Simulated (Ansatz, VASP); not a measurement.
**Ag in VASP and in Ansatz**

INCAR

```
PREC     = Accurate       # precision mode
ENCUT    = 520            # plane-wave cutoff, eV
EDIFF    = 1E-7           # SCF threshold, eV
ISMEAR   = 0              # smearing method
SIGMA    = 0.05           # smearing width, eV
LREAL    = F              # projectors in reciprocal space
LASPH    = T              # aspherical terms in the spheres
NELM     = 80             # most SCF steps
ALGO     = Fast           # electronic algorithm
ISIF     = 2              # what is computed and relaxed
LWAVE    = F              # write WAVECAR
LCHARG   = T              # write CHGCAR
GGA      = CA             # functional
LELF     = T              # ELF
LVHAR    = T            
NBANDS   = 18             # bands
```

The input KPOINTS:

```
regular mesh
0
Gamma
  10 10 6
```

POSCAR

```
Ag
1.0
    2.9300000000      0.0000000000      0.0000000000
   -1.4650000000      2.5374544331      0.0000000000
    0.0000000000      0.0000000000      4.7900000000
Ag
2
Direct
    0.6666666667      0.3333333333      0.7500000000
    0.3333333333      0.6666666667      0.2500000000
```

input.yaml

```yaml
crystal:
  lattice:
    - [2.93, 0.0, 0.0]
    - [-1.465, 2.5374544331, 0.0]
    - [0.0, 0.0, 4.79]
  atoms:
    - { symbol: Ag, position: [0.6666666667, 0.3333333333, 0.75] }
    - { symbol: Ag, position: [0.3333333333, 0.6666666667, 0.25] }
kpoints:
  mp_grid: { grid: [10, 10, 6] }
scf:
  occupations: { method: gaussian, width: 0.05 }
hamiltonian:
  xc: lda
  pseudopotentials: { kind: all_electron, lapw: { basis_error: 0.001 } }
output:
  forces: true
  stress: true
  eigenvalues: true
```

Alike in both runs: task single point; functional LDA; k mesh 10 × 10 × 6; occupations gaussian, width 0.05 eV; no spin polarisation.

```csv
,VASP,Ansatz
version,VASP 6.6.1,Ansatz 0.2.0
potentials or method,"VASP PAW LDA potentials, release 64 (Ag), cutoff 520 eV","all-electron LAPW, scalar-relativistic"
```

|  | VASP | Ansatz | Ansatz less VASP |
| --- | --- | --- | --- |
| gap on the k mesh at the Fermi level (eV) | none | none | - |
| pressure (GPa) | -10.3 | -10.4 | -0.16 |
| traceless stress, the component that is largest in VASP (GPa) | -0.48 | -0.47 | +0.009 |

LDA's correlation is that of Perdew and Zunger in VASP and of Perdew and Wang (1992) in Ansatz. A gap of «none» marks a metal or a gap that the smearing closes. Ansatz ran all-electron here, and VASP with PAW potentials.
